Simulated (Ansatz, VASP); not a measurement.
# CaO: VASP beside Ansatz

```
CELL_PARAMETERS angstrom
4.00423 0.00000 0.00000
-2.00212 3.46777 0.00000
0.00000 0.00000 4.80831
ATOMIC_POSITIONS crystal
Ca 0.33333 0.66667 0.93800
Ca 0.66667 0.33333 0.43800
O 0.33333 0.66667 0.43800
O 0.66667 0.33333 0.93800
```

Alike in both runs: functional PBE; k mesh 12 × 12 × 6; occupations fermi-dirac, width 0.05 eV; no spin polarisation.

Ansatz relaxed the structure, and its values are those at the end. VASP's run is a single point on that final structure, the one shown.

|  | VASP | Ansatz |
| --- | --- | --- |
| version | VASP 6.6.1 | Ansatz 0.2.0 |
| potentials or method | VASP PAW PBE potentials, release 64 (Ca_sv, O) | PAW with Ansatz's default frozen-core files, scalar-relativistic |
| plane-wave cutoff (eV) | 520 | 420 |
| valence electrons in the cell | 32 | 32 |

```tsv
	VASP	Ansatz	Ansatz less VASP
pressure (GPa)	0.5	0.0	-0.48
```

With one functional, cell and mesh, what is left measures potentials, basis and numerics.
